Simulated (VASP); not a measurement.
# C (Fd-3m) in VASP: single point with r2SCAN+rVV10

Aim: the single point of C with r2SCAN+rVV10.

Everything below comes from runs of VASP 6.6.1. Logs are shortened: lines on timing, memory, paths and dates and some standing lists are left out, and cuts for length are marked.

**1. The cell of the first run**

The structure is cubic, space group Fd-3m (No. 227). Conventional cell: a = 3.558 Å, b = 3.558 Å, c = 3.558 Å, α = 90.00°, β = 90.00°, γ = 90.00°. C (site symmetry -43m) has 4 C at 1.54 Å within 2.1 Å.

**2. Single point, r2SCAN+rVV10**

POSCAR reads:

```
C
1.0
    0.0000000000      1.7789472491      1.7789472491
    1.7789472491      0.0000000000      1.7789472491
    1.7789472491      1.7789472491      0.0000000000
C
2
Direct
    0.0000000000      0.0000000000      0.0000000000
    0.2500000000      0.2500000000      0.2500000000
```

INCAR.step1 reads:

```
SYSTEM = C
PREC = Accurate ; ENCUT = 660
ISMEAR = 0 ; SIGMA = 0.02
LREAL = .False. ; LASPH = .True.
NELM = 120 ; NBANDS = 11
GGA = PE ; ALGO = Normal
EDIFF = 1E-5 ; LWAVE = .True.
LCHARG = .False. ; GGA_COMPAT = .False.
```

INCAR.step2 reads:

```
SYSTEM = C
PREC = Accurate ; ENCUT = 660
EDIFF = 1E-6 ; ISMEAR = 0
SIGMA = 0.02 ; LREAL = .False.
LASPH = .True. ; NELM = 120
ALGO = Normal ; ISIF = 2
LWAVE = .False. ; LCHARG = .False.
METAGGA = R2SCAN ; LMIXTAU = .True.
LUSE_VDW = .True. ; IVDW_NL = 2
BPARAM = 11.95 ; CPARAM = 0.0093
NBANDS = 11 ; ISTART = 1
GGA_COMPAT = .False.
```

KPOINTS reads:

```
Automatic mesh
0
Gamma
  12 12 12
  0 0 0
```

Potentials or basis: VASP PAW PBE potentials, release 64 (C).

Launch:

```
cat potpaw_PBE.64/C/POTCAR > POTCAR
cp INCAR.step1 INCAR
mpirun -np 1 vasp_std > vasp.out
cp INCAR.step2 INCAR
mpirun -np 1 vasp_std > vasp.out
```

OUTCAR:

```text
SYSTEM = C
   PREC = Accurate
   ENCUT = 660
   EDIFF = 1E-6
   ISMEAR = 0
   LREAL = .False.
   LASPH = .True.
   NELM = 120
   ISIF = 2
   METAGGA = R2SCAN
   IVDW_NL = 2
   BPARAM = 11.95
   ISTART = 1

 ion  position               nearest neighbor table
   1  0.000  0.000  0.000-   2 1.54   2 1.54   2 1.54   2 1.54
   2  0.250  0.250  0.250-   1 1.54   1 1.54   1 1.54   1 1.54

  LATTYP: Found a face centered cubic cell.
 ALAT       =     3.5578944982

  Lattice vectors:

 A1 = (   0.0000000000,   1.7789472491,   1.7789472491)
 A2 = (   1.7789472491,   0.0000000000,   1.7789472491)
 A3 = (   1.7789472491,   1.7789472491,   0.0000000000)

Analysis of symmetry for initial positions (statically):
=====================================================================
 Subroutine PRICEL returns:
 Original cell was already a primitive cell.

 Routine SETGRP: Setting up the symmetry group for a
 face centered cubic supercell.

 Subroutine GETGRP returns: Found 48 space group operations
 (whereof 24 operations were pure point group operations)
 out of a pool of 48 trial point group operations.

The static configuration has the point symmetry T_d .
 The point group associated with its full space group is O_h .

Analysis of symmetry for dynamics (positions and initial velocities):
=====================================================================
 Subroutine PRICEL returns:
 Original cell was already a primitive cell.

 Routine SETGRP: Setting up the symmetry group for a
 face centered cubic supercell.

 Subroutine GETGRP returns: Found 48 space group operations
 (whereof 24 operations were pure point group operations)
 out of a pool of 48 trial point group operations.

The dynamic configuration has the point symmetry T_d .
 The point group associated with its full space group is O_h .

 Subroutine INISYM returns: Found 48 space group operations
 (whereof 24 operations are pure point group operations),
 and found     1 'primitive' translations

----------------------------------------------------------------------------------------

                                     Primitive cell

  volume of cell :      11.2595

  direct lattice vectors                    reciprocal lattice vectors
     0.000000000  1.778947249  1.778947249    -0.281065108  0.281065108  0.281065108
     1.778947249  0.000000000  1.778947249     0.281065108 -0.281065108  0.281065108
     1.778947249  1.778947249  0.000000000     0.281065108  0.281065108 -0.281065108

  length of vectors
     2.515811326  2.515811326  2.515811326     0.486819047  0.486819047  0.486819047

  position of ions in fractional coordinates (direct lattice)
     0.000000000  0.000000000  0.000000000
     0.250000000  0.250000000  0.250000000

  ion indices of the primitive-cell ions
   primitive index   ion index
                 1           1
                 2           2

----------------------------------------------------------------------------------------

 KPOINTS: Automatic mesh

Automatic generation of k-mesh.
 Grid dimensions read from file:
 generate k-points for:   12   12   12

 Generating k-lattice:

  Cartesian coordinates                     Fractional coordinates (reciprocal lattice)
    -0.023422092  0.023422092  0.023422092     0.083333333  0.000000000  0.000000000
     0.023422092 -0.023422092  0.023422092     0.000000000  0.083333333  0.000000000
     0.023422092  0.023422092 -0.023422092     0.000000000  0.000000000  0.083333333

  Length of vectors
     0.040568254  0.040568254  0.040568254

  Shift w.r.t. Gamma in fractional coordinates (k-lattice)
     0.000000000  0.000000000  0.000000000

 Subroutine IBZKPT returns following result:
 ===========================================

 Found     72 irreducible k-points:

 Following reciprocal coordinates:
            Coordinates               Weight
  0.000000  0.000000  0.000000      1.000000
  0.083333  0.000000  0.000000      8.000000
  0.166667  0.000000  0.000000      8.000000
  0.250000  0.000000  0.000000      8.000000
  0.333333  0.000000  0.000000      8.000000
  0.416667  0.000000  0.000000      8.000000
[... 16 lines left out ...]
  0.500000  0.166667  0.000000     24.000000
 -0.416667  0.166667  0.000000     24.000000
 [... further k-points ...]
   k-points           NKPTS =     72   k-points in BZ     NKDIM =     72   number of bands    NBANDS=     11
   number of dos      NEDOS =    301   number of ions     NIONS =      2
   total plane-waves  NPLWV =  13824
   dimension x,y,z NGX =    24 NGY =   24 NGZ =   24
   dimension x,y,z NGXF=    48 NGYF=   48 NGZF=   48
   ions per type =               2
   NGX,Y,Z   is equivalent  to a cutoff of  15.86, 15.86, 15.86 a.u.
   NGXF,Y,Z  is equivalent  to a cutoff of  31.72, 31.72, 31.72 a.u.
 SYSTEM =  C
   PREC   = accura    normal or accurate (medium, high low for compatibility)
   ISTART =      1    job   : 0-new  1-cont  2-samecut
   ICHARG =      0    charge: 1-file 2-atom 10-const
   ISPIN  =      1    spin polarized calculation?
   LNONCOLLINEAR =      F non collinear calculations
   LSORBIT =      F    spin-orbit coupling
   LASPH  =      T    aspherical Exc in radial PAW
   ENCUT  =  660.0 eV  48.51 Ry    6.96 a.u.   5.27  5.27  5.27*2*pi/ulx,y,z
   NELM   =    120;   NELMIN=  2; NELMDL=  0     # of ELM steps
   EDIFF  = 0.1E-05   stopping-criterion for ELM
   LREAL  =      F    real-space projection
   EDIFFG = 0.1E-04   stopping-criterion for IOM
   NSW    =      0    number of steps for IOM
   IBRION =     -1    ionic relax: 0-MD 1-quasi-New 2-CG
   NFREE  =      0    steps in history (QN), initial steepest desc. (CG)
   ISIF   =      2    stress and relaxation
   ISYM   =      2    0-nonsym 1-usesym 2-fastsym
   POTIM  = 0.5000    time-step for ionic-motion
   TEBEG  =    0.0;   TEEND  =   0.0 temperature during run
   PSTRESS=    0.0 pullay stress
   NELECT =       8.0000    total number of electrons
   NUPDOWN=      -1.0000    fix difference up-down
   EMIN   =  10.00;   EMAX   =-10.00  energy-range for DOS
   EFERMI =   0.00;   METHOD = LEGACY
   ISMEAR =     0;   SIGMA  =   0.02  broadening in eV -4-tet -1-fermi 0-gaus
   EFERMI_NEDOS =   21; number of points for ismear=-14 and -15
   IALGO  =     38    algorithm
   IMIX   =      4    mixing-type and parameters
     AMIX     =   0.40;   BMIX     =  1.00
     AMIX_MAG =   1.60;   BMIX_MAG =  1.00
  volume/ion in A,a.u.               =       5.63        37.99
  Fermi-wavevector in a.u.,A,eV,Ry     =   1.460826  2.760560 29.034995  2.134012
  Thomas-Fermi vector in A             =   2.577230
   LORBIT       =      0    0 simple, 1 ext, 2 COOP (PROOUT), +10 PAW based schemes
   METAGGA = R2SCAN    functional components
   LHFCALC =     F    Hartree Fock is set to
   AEXX    =    0.0000 exact exchange contribution
   IVDW_NL    =     2    kernel type
   BPARAM     =11.9500
   IVDW    =     0    specifies the selected vdW correction
   LEPSILON=     F    determine dielectric tensor
   LRPA    =     F    only Hartree local field effects (RPA)
 non-spin polarized calculation
 Gauss-broadening in eV      SIGMA  =   0.02
  energy-cutoff  :      660.00
  volume of cell :       11.26
 maximum number of plane-waves:       448
 NGX is ok and might be reduce to    24
   NGX = 11   NGY = 11   NGZ = 11

 number of electron       8.0000000 magnetization

 Free energy of the ion-electron system (eV)
  ---------------------------------------------------
  ext. energy  EPLUGINS =         0.00000000
  ---------------------------------------------------
  free energy    TOTEN  =       -19.59290067 eV

  energy without entropy =      -19.59290067  energy(sigma->0) =      -19.59290067

 E-fermi :   9.9665     XC(G=0): -14.3298

 val. band max:        9.8246664839   @ k =   0.0000   0.0000   0.0000
 cond. band min:      14.1585280760   @ k =   0.3333   0.3333   0.0000
 fundamental gap:      4.3338615921
 Fermi energy:         9.9665034613

 k-point     1 :       0.0000    0.0000    0.0000
  band No.  band energies     occupation
      1     -12.9888      2.00000
      2       9.8247      2.00000
      3       9.8247      2.00000
      4       9.8247      2.00000
      5      15.6744      0.00000
      6      15.6744      0.00000
      7      15.6744      0.00000
      8      23.8123      0.00000
      9      30.2426      0.00000
     10      37.2839      0.00000
     11      37.2839      0.00000

 k-point     2 :       0.0833    0.0000    0.0000
  band No.  band energies     occupation
      1     -12.7871      2.00000
      2       8.4982      2.00000
      3       9.4763      2.00000
      4       9.4763      2.00000
      5      16.1308      0.00000
      6      16.1308      0.00000
      7      16.4509      0.00000
      8      24.0097      0.00000
      9      30.5894      0.00000
     10      35.2030      0.00000
     11      35.2030      0.00000

 k-point     3 :       0.1667    0.0000    0.0000
  band No.  band energies     occupation
      1     -12.1838      2.00000
      2       5.7885      2.00000
      3       8.7237      2.00000
      4       8.7237      2.00000
      5      17.1183      0.00000
      6      17.1183      0.00000
      7      17.6041      0.00000
      8      24.5764      0.00000
      9      31.3134      0.00000
     10      33.5516      0.00000
     11      33.5516      0.00000

 k-point     4 :       0.2500    0.0000    0.0000
  band No.  band energies     occupation
      1     -11.1886      2.00000
      2       2.7746      2.00000
      3       7.9505      2.00000
      4       7.9505      2.00000
      5      18.0319      0.00000
      6      18.0319      0.00000
      7      18.3687      0.00000
      8      25.3608      0.00000
      9      31.7558      0.00000
     10      33.1462      0.00000
     11      33.1462      0.00000

 k-point     5 :       0.3333    0.0000    0.0000
  band No.  band energies     occupation
      1      -9.8257      2.00000
      2      -0.1650      2.00000
      3       7.3383      2.00000
      4       7.3383      2.00000
      5      18.5417      0.00000
      6      18.5417      0.00000
      7      18.7823      0.00000
      8      26.0658      0.00000
      9      32.0024      0.00000
     10      34.0791      0.00000
     11      34.0791      0.00000
[... 211 lines left out ...]
 k-point    21 :       0.3333    0.1667    0.0000
  band No.  band energies     occupation
      1     -10.0716      2.00000
      2       2.0960      2.00000
      3       5.7244      2.00000
      4       6.1403      2.00000
      5      16.1322      0.00000
      6      21.2197      0.00000
      7      21.3389      0.00000
      8      22.2413      0.00000
      9      31.8925      0.00000
     10      32.8500      0.00000
     11      38.0252      0.00000

 k-point    22 :       0.4167    0.1667    0.0000
  band No.  band energies     occupation
      1      -8.6131      2.00000
      2      -0.5992      2.00000
      3       5.2434      2.00000
      4       5.4924      2.00000
      5      16.8301      0.00000
      6      21.4641      0.00000
      7      21.5460      0.00000
      8      23.2441      0.00000
      9      32.1898      0.00000
     10      33.6158      0.00000
     11      38.5433      0.00000

 k-point    23 :       0.5000    0.1667    0.0000
  band No.  band energies     occupation
      1      -6.9756      2.00000
      2      -2.9374      2.00000
      3       4.4827      2.00000
      4       5.5852      2.00000
      5      17.2743      0.00000
      6      21.1589      0.00000
      7      21.6523      0.00000
      8      24.9983      0.00000
      9      31.1880      0.00000
     10      35.1244      0.00000
     11      37.7477      0.00000

 k-point    24 :      -0.4167    0.1667    0.0000
  band No.  band energies     occupation
      1      -6.5432      2.00000
      2      -3.4613      2.00000
      3       3.9684      2.00000
      4       5.9874      2.00000
      5      17.7381      0.00000
      6      20.6287      0.00000
      7      21.6268      0.00000
      8      26.2811      0.00000
      9      30.4222      0.00000
     10      35.1476      0.00000
     11      35.9282      0.00000

 [... further k-points ...]
[... 5 lines left out ...]
  --------------------------------------------------------------------------------------
  -------------------------------------------------------------------------------------
  Total        0.0105666      0.0105666      0.0105666      0.0000000      0.0000000     -0.0000000
  in kB        1.5035745      1.5035745      1.5035745      0.0000000      0.0000000     -0.0000000
  external PRESSURE =       1.5035745 kB  Pullay stress =       0.0000000 kB

 VOLUME and BASIS-vectors are now :
 -----------------------------------------------------------------------------
  energy-cutoff  :      660.00
  volume of cell :       11.26
      direct lattice vectors                 reciprocal lattice vectors
     0.000000000  1.778947249  1.778947249    -0.281065108  0.281065108  0.281065108
     1.778947249  0.000000000  1.778947249     0.281065108 -0.281065108  0.281065108
     1.778947249  1.778947249  0.000000000     0.281065108  0.281065108 -0.281065108

 POSITION                                       TOTAL-FORCE (eV/Angst)
 -----------------------------------------------------------------------------------
      0.00000      0.00000      0.00000        -0.000000      0.000000      0.000000
      0.88947      0.88947      0.88947         0.000000     -0.000000     -0.000000
 -----------------------------------------------------------------------------------
    total drift:                               -0.000000      0.000000      0.000000

  FREE ENERGIE OF THE ION-ELECTRON SYSTEM (eV)
  ---------------------------------------------------
  free  energy   TOTEN  =       -19.5929006749 eV

  energy  without entropy=      -19.5929006749  energy(sigma->0) =      -19.59290067
```

Run time: 96 s. Hardware: 1 thread of Intel Xeon 8259CL, shared host; peak memory 0.21 GiB.

Results:

* Free energy: -19.5929 eV
* Pressure: 0.2 GPa
* Band gap on the k mesh: 4.33 eV, indirect (least direct gap 5.85 eV)

Levels at points of the mesh, in eV from the valence-band top:
```csv
k point,band 1,band 2,band 3,band 4,band 5,band 6,band 7,band 8
"(0.00, 0.00, 0.00)",-22.81,0.00,0.00,0.00,5.85,5.85,5.85,13.99
"(0.50, 0.00, 0.00)",-16.81,-14.15,-3.00,-3.00,8.90,8.90,9.22,16.73
"(0.50, 0.50, 0.00)",-13.65,-13.65,-6.71,-6.71,4.98,4.98,17.99,17.99
```

Caveat: the PAW data sets were made with another functional, which shifts forces and pressure a little.
